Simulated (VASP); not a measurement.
CdS, 2 atoms in the cell. The structure is cubic, space group Fm-3m (No. 225). The conventional cell has a = 5.614 Å, b = 5.614 Å, c = 5.614 Å, α = 90.00°, β = 90.00°, γ = 90.00°. Cd (site symmetry m-3m) has 6 S at 2.81 Å within 3.7 Å. S (site symmetry m-3m) has 6 Cd at 2.81 Å within 3.7 Å.  This cell differs from its parent crystal: volume scaled by 1.06.

- Program: VASP 6.6.1
- Task: single point
- Functional: PBE
- Potentials or basis: VASP PAW PBE potentials, release 64 (Cd, S)
- Cutoff: 520 eV
- k mesh: 8 × 8 × 8
- Occupations: fermi-dirac, width 0.05 eV
- Spin: no spin polarisation
- Dipole correction: no
- Further INCAR settings: ALGO = Normal; EDIFF = 1e-06; NBANDS = 16

Potentials or basis: VASP PAW PBE potentials, release 64 (Cd, S).

Launch:

```console
$ cat potpaw_PBE.64/Cd/POTCAR potpaw_PBE.64/S/POTCAR > POTCAR
$ mpirun -np 1 vasp_std > vasp.out
```

Hardware: 1 thread of AMD EPYC 9R45 96-Core Processor (Zen 5) (shared host).

Question: Estimate the wall time of this run.

Answer: It took 15 s on 1 thread of AMD EPYC 9R45 96-Core Processor (Zen 5) (shared host), peak memory 0.14 GiB. Counts: scf iterations 13, k points 29.
